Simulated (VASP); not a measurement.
# AlCo3 (Pm-3m) in VASP: further runs, part 2 of 2

VASP 6.6.1. The steps go on from the part before.

### 4 Single point, PBEsol, collinear spin, ferromagnetic start

The input, INCAR:

```
SYSTEM = AlCo3
ALGO = Fast ; EDIFF = 1E-6
ENCUT = 520 ; GGA = PS
ISIF = 2 ; ISMEAR = -5
ISPIN = 2 ; LASPH = .True.
LCHARG = .False. ; LMAXMIX = 4
LORBIT = 11 ; LREAL = .False.
LWAVE = .False. ; MAGMOM = 0 1.48 1.48 1.48
NBANDS = 27 ; NELM = 150
PREC = Accurate ; SIGMA = 0.1
```

The input, KPOINTS:

```
k-points
0
Gamma
  12 12 12
  0 0 0
```

The input, POSCAR:

```
AlCo3
1.0
    3.5749480000      0.0000000000      0.0000000000
    0.0000000000      3.5749480000      0.0000000000
    0.0000000000      0.0000000000      3.5749480000
Al Co
1 3
Direct
    0.0000000000      0.0000000000      0.0000000000
    0.5000000000      0.5000000000      0.0000000000
    0.5000000000      0.0000000000      0.5000000000
    0.0000000000      0.5000000000      0.5000000000
```

Potentials or basis: VASP PAW PBE potentials, release 64 (Al, Co).

Started as:

```console
$ cat potpaw_PBE.64/Al/POTCAR potpaw_PBE.64/Co/POTCAR > POTCAR
$ mpirun -np 1 vasp_std > vasp.out
```

OUTCAR:

```text
SYSTEM = AlCo3
   EDIFF = 1E-6
   ENCUT = 520
   GGA = PS
   ISIF = 2
   ISMEAR = -5
   ISPIN = 2
   LASPH = .True.
   LORBIT = 11
   LREAL = .False.
   NELM = 150
   PREC = Accurate

 ion  position               nearest neighbor table
   1  0.000  0.000  0.000-   2 2.53   3 2.53   4 2.53   3 2.53   4 2.53   2 2.53   4 2.53   4 2.53
                             2 2.53   3 2.53   3 2.53   2 2.53
   2  0.500  0.500  0.000-   1 2.53   3 2.53   4 2.53   3 2.53   4 2.53   1 2.53   3 2.53   3 2.53
                             1 2.53   4 2.53   4 2.53   1 2.53
   3  0.500  0.000  0.500-   1 2.53   2 2.53   4 2.53   1 2.53   2 2.53   2 2.53   4 2.53   2 2.53
                             1 2.53   4 2.53   1 2.53   4 2.53
   4  0.000  0.500  0.500-   1 2.53   2 2.53   3 2.53   1 2.53   2 2.53   1 2.53   3 2.53   1 2.53
                             2 2.53   3 2.53   2 2.53   3 2.53

  LATTYP: Found a simple cubic cell.
 ALAT       =     3.5749480000

  Lattice vectors:

 A1 = (   3.5749480000,   0.0000000000,   0.0000000000)
 A2 = (   0.0000000000,   3.5749480000,   0.0000000000)
 A3 = (   0.0000000000,   0.0000000000,   3.5749480000)

Analysis of symmetry for initial positions (statically):
=====================================================================
 Subroutine PRICEL returns:
 Original cell was already a primitive cell.

 Routine SETGRP: Setting up the symmetry group for a
 simple cubic supercell.

 Subroutine GETGRP returns: Found 48 space group operations
 (whereof 48 operations were pure point group operations)
 out of a pool of 48 trial point group operations.

The static configuration has the point symmetry O_h .

Analysis of symmetry for dynamics (positions and initial velocities):
=====================================================================
 Subroutine PRICEL returns:
 Original cell was already a primitive cell.

 Routine SETGRP: Setting up the symmetry group for a
 simple cubic supercell.

 Subroutine GETGRP returns: Found 48 space group operations
 (whereof 48 operations were pure point group operations)
 out of a pool of 48 trial point group operations.

The dynamic configuration has the point symmetry O_h .

Analysis of structural, dynamic, and magnetic symmetry:
=====================================================================
 Subroutine PRICEL returns:
 Original cell was already a primitive cell.

 Routine SETGRP: Setting up the symmetry group for a
 simple cubic supercell.

 Subroutine GETGRP returns: Found 48 space group operations
 (whereof 48 operations were pure point group operations)
 out of a pool of 48 trial point group operations.

The overall configuration has the point symmetry O_h .

 Subroutine INISYM returns: Found 48 space group operations
 (whereof 48 operations are pure point group operations),
 and found     1 'primitive' translations

----------------------------------------------------------------------------------------

                                     Primitive cell

  volume of cell :      45.6887

  direct lattice vectors                    reciprocal lattice vectors
     3.574948000  0.000000000  0.000000000     0.279724348  0.000000000  0.000000000
     0.000000000  3.574948000  0.000000000     0.000000000  0.279724348  0.000000000
     0.000000000  0.000000000  3.574948000     0.000000000  0.000000000  0.279724348

  length of vectors
     3.574948000  3.574948000  3.574948000     0.279724348  0.279724348  0.279724348

  position of ions in fractional coordinates (direct lattice)
[... 85 lines left out ...]
   EDIFF  = 0.1E-05   stopping-criterion for ELM
   LREAL  =      F    real-space projection
   EDIFFG = 0.1E-04   stopping-criterion for IOM
   NSW    =      0    number of steps for IOM
   IBRION =     -1    ionic relax: 0-MD 1-quasi-New 2-CG
   NFREE  =      0    steps in history (QN), initial steepest desc. (CG)
   ISIF   =      2    stress and relaxation
   ISYM   =      2    0-nonsym 1-usesym 2-fastsym
   POTIM  = 0.5000    time-step for ionic-motion
   TEBEG  =    0.0;   TEEND  =   0.0 temperature during run
   PSTRESS=    0.0 pullay stress
   NELECT =      30.0000    total number of electrons
   NUPDOWN=      -1.0000    fix difference up-down
   EMIN   =  10.00;   EMAX   =-10.00  energy-range for DOS
   EFERMI =   0.00;   METHOD = LEGACY
   ISMEAR =    -5;   SIGMA  =   0.10  broadening in eV -4-tet -1-fermi 0-gaus
   EFERMI_NEDOS =   21; number of points for ismear=-14 and -15
   IALGO  =     68    algorithm
   IMIX   =      4    mixing-type and parameters
     AMIX     =   0.40;   BMIX     =  1.00
     AMIX_MAG =   1.60;   BMIX_MAG =  1.00
  volume/ion in A,a.u.               =      11.42        77.08
  Fermi-wavevector in a.u.,A,eV,Ry     =   1.422915  2.688919 27.547527  2.024686
  Thomas-Fermi vector in A             =   2.543568
   LORBIT       =     11    0 simple, 1 ext, 2 COOP (PROOUT), +10 PAW based schemes
   GGA     = PS    functional components
   LHFCALC =     F    Hartree Fock is set to
   AEXX    =    0.0000 exact exchange contribution
   IVDW    =     0    specifies the selected vdW correction
   LEPSILON=     F    determine dielectric tensor
   LRPA    =     F    only Hartree local field effects (RPA)
 spin polarized calculation
 RMM-DIIS sequential band-by-band and
 Fermi weights with tetrahedron method with Bloechl corrections
  energy-cutoff  :      520.00
  volume of cell :       45.69
 maximum number of plane-waves:      1253
 NGX is ok and might be reduce to    28
   NGX = 13   NGY = 13   NGZ = 13

 number of electron      30.0000033 magnetization       3.8581877

 Free energy of the ion-electron system (eV)
  ---------------------------------------------------
  ext. energy  EPLUGINS =         0.00000000
  ---------------------------------------------------
  free energy    TOTEN  =       -27.97626350 eV

  energy without entropy =      -27.97626350  energy(sigma->0) =      -27.97626350

 E-fermi :   9.9117     XC(G=0): -12.8628

 val. band max:        9.9771038841   @ k =   0.3333   0.3333   0.3333
 cond. band min:       9.8280559095   @ k =   0.4167   0.4167   0.4167
 fundamental gap:     -0.1490479746
 Fermi energy:         9.9116657357

 spin component 1

 k-point     1 :       0.0000    0.0000    0.0000
  band No.  band energies     occupation
      1      -0.0632      1.00000
      2       4.9015      1.00000
      3       5.8652      1.00000
      4       5.8652      1.00000
      5       6.2162      1.00000
      6       6.2162      1.00000
[... 709 lines left out ...]
     26      22.7964      0.00000
     27      23.1561      0.00000

 [... further k-points ...]

 spin component 2

 k-point     1 :       0.0000    0.0000    0.0000
  band No.  band energies     occupation
      1      -0.0203      1.00000
      2       5.8909      1.00000
      3       6.7456      1.00000
      4       6.7456      1.00000
      5       7.2180      1.00000
      6       7.2180      1.00000
[... 709 lines left out ...]
     26      23.1864      0.00000
     27      23.2242      0.00000

 [... further k-points ...]
[... 5 lines left out ...]
  --------------------------------------------------------------------------------------
  -------------------------------------------------------------------------------------
  Total       -2.1979083     -2.1979083     -2.1979083     -0.0000000      0.0000000     -0.0000000
  in kB      -77.0745439    -77.0745439    -77.0745439     -0.0000000      0.0000000     -0.0000000
  external PRESSURE =     -77.0745439 kB  Pullay stress =       0.0000000 kB

 VOLUME and BASIS-vectors are now :
 -----------------------------------------------------------------------------
  energy-cutoff  :      520.00
  volume of cell :       45.69
      direct lattice vectors                 reciprocal lattice vectors
     3.574948000  0.000000000  0.000000000     0.279724348  0.000000000  0.000000000
     0.000000000  3.574948000  0.000000000     0.000000000  0.279724348  0.000000000
     0.000000000  0.000000000  3.574948000     0.000000000  0.000000000  0.279724348

 POSITION                                       TOTAL-FORCE (eV/Angst)
 -----------------------------------------------------------------------------------
      0.00000      0.00000      0.00000         0.000000      0.000000      0.000000
      1.78747      1.78747      0.00000         0.000000      0.000000      0.000000
      1.78747      0.00000      1.78747         0.000000      0.000000      0.000000
      0.00000      1.78747      1.78747         0.000000      0.000000      0.000000
 -----------------------------------------------------------------------------------
    total drift:                                0.000000      0.000000      0.000000

  FREE ENERGIE OF THE ION-ELECTRON SYSTEM (eV)
  ---------------------------------------------------
  free  energy   TOTEN  =       -27.9762634976 eV

  energy  without entropy=      -27.9762634976  energy(sigma->0) =      -27.97626350

 total charge

# of ion       s       p       d       tot
------------------------------------------
    1        0.408   0.413   0.000   0.821
    2        0.472   0.510   7.315   8.297
    3        0.472   0.510   7.315   8.297
    4        0.472   0.510   7.315   8.297
--------------------------------------------------
tot          1.824   1.944  21.944  25.712

 magnetization (x)

# of ion       s       p       d       tot
------------------------------------------
    1       -0.002  -0.037   0.000  -0.039
    2       -0.002  -0.003   1.323   1.319
    3       -0.002  -0.003   1.323   1.319
    4       -0.002  -0.003   1.323   1.319
--------------------------------------------------
tot         -0.006  -0.045   3.970   3.918
```

stdout:

```text
POSCAR found type information on POSCAR AlCo
 POSCAR found :  2 types and       4 ions
 scaLAPACK will be used
 -----------------------------------------------------------------------------
[... 24 lines left out ...]
|     Tetrahedron method does not include variations of the Fermi             |
|     occupations, so forces and stress will be inaccurate. We suggest        |
|     using a different smearing scheme ISMEAR = 1 or 2 for metals in         |
|     relaxations.                                                            |
|                                                                             |
 -----------------------------------------------------------------------------
```

Run time: 5.2 min. Hardware: 1 thread of Oxide Virtual Turin-like, shared host; peak memory 0.25 GiB.

What came out:

| Property | Result |
| --- | --- |
| Free energy | -27.9763 eV |
| Pressure | -7.7 GPa |
| Net moment | 3.86 μB per cell |
| Site moments | Al -0.04; Co +1.32 μB |
| Valence electrons inside the program's atomic spheres | Al 0.82; Co 8.30 |

Levels at points of the mesh, in eV from the Fermi level:
Spin up:
| k point | band 13 | band 14 | band 15 | band 16 | band 17 | band 18 | band 19 | band 20 | band 21 | band 22 |
| --- | --- | --- | --- | --- | --- | --- | --- | --- | --- | --- |
| (0.00, 0.00, 0.00) | -0.45 | -0.19 | -0.19 | -0.19 | 0.80 | 0.80 | 0.80 | 6.67 | 6.67 | 7.17 |
| (0.50, 0.00, 0.00) | -1.45 | -1.45 | -1.39 | -0.96 | -0.19 | 5.50 | 5.50 | 5.56 | 5.56 | 6.44 |
| (0.50, 0.50, 0.00) | -1.70 | -1.59 | -1.19 | -1.18 | -0.72 | 0.76 | 0.76 | 8.12 | 8.16 | 8.16 |
| (0.50, 0.50, 0.50) | -1.88 | -1.29 | -1.29 | -0.41 | -0.41 | -0.41 | -0.34 | 3.39 | 4.18 | 4.18 |
Spin down:
```csv
k point,band 10,band 11,band 12,band 13,band 14,band 15,band 16,band 17
"(0.00, 0.00, 0.00)",-0.43,0.58,0.58,0.82,0.82,0.82,1.01,1.17
"(0.50, 0.00, 0.00)",-0.94,-0.81,-0.23,-0.23,-0.22,0.03,0.66,1.17
"(0.50, 0.50, 0.00)",-1.20,-0.38,-0.38,-0.31,-0.31,0.08,0.09,0.23
"(0.50, 0.50, 0.50)",-1.18,-0.33,-0.33,-0.33,-0.20,-0.06,-0.06,0.99
```

Caveat: the cell stands under tension; the PAW data sets were made with another functional, which shifts forces and pressure a little; tetrahedron occupations give inexact forces and stress in metals.

### 5 Single point, PBEsol, collinear spin, ferromagnetic start

The input, INCAR:

```
  PREC = Accurate
  ENCUT = 520
  EDIFF = 1E-7
  ISMEAR = 0
  SIGMA = 0.1
  LREAL = False
  LASPH = True
  NELM = 150
  ALGO = Fast
  ISIF = 2
  LWAVE = False
  LCHARG = False
  ISPIN = 2
  MAGMOM = 0 1.48 1.48 1.48
  LORBIT = 11
  LMAXMIX = 4
  GGA = PS
  NBANDS = 27
```

The input, KPOINTS:

```
regular mesh
0
Gamma
  14 14 14
```

POSCAR is that of step 4.

Potentials or basis: VASP PAW PBE potentials, release 64 (Al, Co).

Started as:

```console
$ cat potpaw_PBE.64/Al/POTCAR potpaw_PBE.64/Co/POTCAR > POTCAR
$ mpirun -np 1 vasp_std > vasp.out
```

OUTCAR:

```text
PREC = Accurate
   ENCUT = 520
   EDIFF = 1E-7
   ISMEAR = 0
   LREAL = False
   LASPH = True
   NELM = 150
   ISIF = 2
   ISPIN = 2
   LORBIT = 11
   GGA = PS

 ion  position               nearest neighbor table
   1  0.000  0.000  0.000-   2 2.53   3 2.53   4 2.53   3 2.53   4 2.53   2 2.53   4 2.53   4 2.53
                             2 2.53   3 2.53   3 2.53   2 2.53
   2  0.500  0.500  0.000-   1 2.53   3 2.53   4 2.53   3 2.53   4 2.53   1 2.53   3 2.53   3 2.53
                             1 2.53   4 2.53   4 2.53   1 2.53
[... 1676 lines left out ...]
  volume of cell :       45.69
      direct lattice vectors                 reciprocal lattice vectors
     3.574948000  0.000000000  0.000000000     0.279724348  0.000000000  0.000000000
     0.000000000  3.574948000  0.000000000     0.000000000  0.279724348  0.000000000
     0.000000000  0.000000000  3.574948000     0.000000000  0.000000000  0.279724348

 POSITION                                       TOTAL-FORCE (eV/Angst)
 -----------------------------------------------------------------------------------
      0.00000      0.00000      0.00000         0.000000      0.000000      0.000000
      1.78747      1.78747      0.00000         0.000000      0.000000      0.000000
      1.78747      0.00000      1.78747         0.000000      0.000000      0.000000
      0.00000      1.78747      1.78747         0.000000      0.000000      0.000000
 -----------------------------------------------------------------------------------
    total drift:                                0.000000      0.000000      0.000000

  FREE ENERGIE OF THE ION-ELECTRON SYSTEM (eV)
  ---------------------------------------------------
  free  energy   TOTEN  =       -27.9930196516 eV

  energy  without entropy=      -27.9581396966  energy(sigma->0) =      -27.97557967

 total charge

# of ion       s       p       d       tot
------------------------------------------
    1        0.408   0.413   0.000   0.821
    2        0.472   0.510   7.315   8.297
    3        0.472   0.510   7.315   8.297
    4        0.472   0.510   7.315   8.297
--------------------------------------------------
tot          1.824   1.943  21.945  25.712

 magnetization (x)

# of ion       s       p       d       tot
------------------------------------------
    1       -0.002  -0.037   0.000  -0.039
    2       -0.002  -0.004   1.320   1.315
    3       -0.002  -0.004   1.320   1.315
    4       -0.002  -0.004   1.320   1.315
--------------------------------------------------
tot         -0.008  -0.048   3.961   3.905
```

OSZICAR:

```text
N       E                     dE             d eps       ncg     rms          rms(c)
DAV:   1     0.176339877058E+03    0.17634E+03   -0.12280E+04 13096   0.132E+03
DAV:   2    -0.228957115953E+02   -0.19924E+03   -0.18391E+03 12996   0.275E+02
DAV:   3    -0.329380802711E+02   -0.10042E+02   -0.94537E+01 14454   0.805E+01
DAV:   4    -0.331268736460E+02   -0.18879E+00   -0.18849E+00 15376   0.101E+01
DAV:   5    -0.331349503433E+02   -0.80767E-02   -0.80759E-02 16851   0.183E+00    0.209E+01
RMM:   6    -0.328314775961E+02    0.30347E+00   -0.39962E+01 14523   0.639E+01    0.198E+01
RMM:   7    -0.280283160320E+02    0.48032E+01   -0.10180E+01 13550   0.332E+01    0.450E+00
RMM:   8    -0.279895477805E+02    0.38768E-01   -0.64219E-02 14620   0.180E+00    0.225E+00
RMM:   9    -0.279990894851E+02   -0.95417E-02   -0.24528E-02 15643   0.918E-01    0.977E-01
RMM:  10    -0.279919414377E+02    0.71480E-02   -0.13796E-02 15699   0.635E-01    0.654E-01
RMM:  11    -0.279932746892E+02   -0.13333E-02   -0.48158E-03 16732   0.521E-01    0.176E-01
RMM:  12    -0.279931085577E+02    0.16613E-03   -0.10464E-03 17919   0.167E-01    0.117E-01
RMM:  13    -0.279930355695E+02    0.72988E-04   -0.22012E-04 18036   0.886E-02    0.854E-02
RMM:  14    -0.279930212507E+02    0.14319E-04   -0.66424E-05 16964   0.493E-02    0.383E-02
RMM:  15    -0.279930167503E+02    0.45004E-05   -0.27894E-05 17927   0.297E-02    0.319E-02
RMM:  16    -0.279930190822E+02   -0.23319E-05   -0.90963E-06 15890   0.219E-02    0.974E-03
RMM:  17    -0.279930195791E+02   -0.49685E-06   -0.44559E-06 19238   0.104E-02    0.607E-03
RMM:  18    -0.279930196516E+02   -0.72544E-07   -0.64383E-07 14255   0.452E-03
   1 F= -.27993020E+02 E0= -.27975580E+02  d E =-.348800E-01  mag=     3.8414
```

stdout:

```text
POSCAR found type information on POSCAR AlCo
 POSCAR found :  2 types and       4 ions
 scaLAPACK will be used
 -----------------------------------------------------------------------------
|                                                                             |
|                                                                             |
|     You enforced a specific xc type in the INCAR file but a different       |
|     I HOPE YOU KNOW WHAT YOU ARE DOING!                                     |
|                                                                             |
 -----------------------------------------------------------------------------

 LDA part: xc-table for (Slater+PW92), standard interpolation
 POSCAR, INCAR and KPOINTS ok, starting setup
 FFT: planning ... GRIDC
 FFT: planning ... GRID_SOFT
 FFT: planning ... GRID
 WAVECAR not read
 entering main loop
WARNING in EDDRMM: call to ZHEGV failed, returncode =   8  4     27
WARNING in EDDRMM: call to ZHEGV failed, returncode =   8  4     27
```

Wall time 8.5 min (1 thread of Oxide Virtual Turin-like, shared host); peak memory 0.29 GiB.

Results:

- Free energy: -27.9930 eV
- Pressure: -7.7 GPa
- Net moment: 3.84 μB per cell
- Site moments: Al -0.04; Co +1.31 μB
- Valence electrons inside the program's atomic spheres: Al 0.82; Co 8.30

Levels at points of the mesh, in eV from the Fermi level:
Spin up:
| k point | band 13 | band 14 | band 15 | band 16 | band 17 | band 18 | band 19 | band 20 | band 21 | band 22 |
| --- | --- | --- | --- | --- | --- | --- | --- | --- | --- | --- |
| (0.00, 0.00, 0.00) | -0.43 | -0.18 | -0.18 | -0.18 | 0.81 | 0.81 | 0.81 | 6.68 | 6.68 | 7.18 |
| (0.50, 0.00, 0.00) | -1.44 | -1.44 | -1.37 | -0.94 | -0.18 | 5.50 | 5.50 | 5.57 | 5.57 | 6.45 |
| (0.50, 0.50, 0.00) | -1.69 | -1.57 | -1.18 | -1.18 | -0.72 | 0.77 | 0.77 | 8.13 | 8.17 | 8.17 |
| (0.50, 0.50, 0.50) | -1.86 | -1.29 | -1.29 | -0.39 | -0.39 | -0.39 | -0.33 | 3.40 | 4.19 | 4.19 |
Spin down:
```csv
k point,band 10,band 11,band 12,band 13,band 14,band 15,band 16,band 17
"(0.00, 0.00, 0.00)",-0.42,0.59,0.59,0.82,0.82,0.82,1.01,1.18
"(0.50, 0.00, 0.00)",-0.94,-0.80,-0.22,-0.22,-0.22,0.03,0.66,1.19
"(0.50, 0.50, 0.00)",-1.19,-0.38,-0.37,-0.31,-0.31,0.09,0.11,0.24
"(0.50, 0.50, 0.50)",-1.17,-0.33,-0.33,-0.33,-0.20,-0.05,-0.05,0.99
```

Caveat: the cell stands under tension; the PAW data sets were made with another functional, which shifts forces and pressure a little.

### 6 Overview

```tsv
k mesh	smearing	gap on the mesh (eV)	pressure (GPa)	moment (μB)
10 × 10 × 10, shifted	gaussian 0.1 eV	none	-7.7	3.83
12 × 12 × 12	methfessel-paxton 0.5 eV	none	-7.4	3.87
12 × 12 × 12	tetrahedron	none	-7.7	3.86
14 × 14 × 14	gaussian 0.1 eV	none	-7.7	3.84
```

Alike in all rows: task single point; level PBEsol; potentials or basis VASP PAW PBE potentials, release 64 (Al, Co); spin collinear, ferromagnetic start; cell as given; cutoff (eV) 520.

Caveats: the cell stands under tension; the PAW data sets were made with another functional, which shifts forces and pressure a little; so wide a smearing shifts energies and pressures (at least some runs); tetrahedron occupations give inexact forces and stress in metals (at least some runs).

Absolute energies hang on the potentials; compare differences alone.
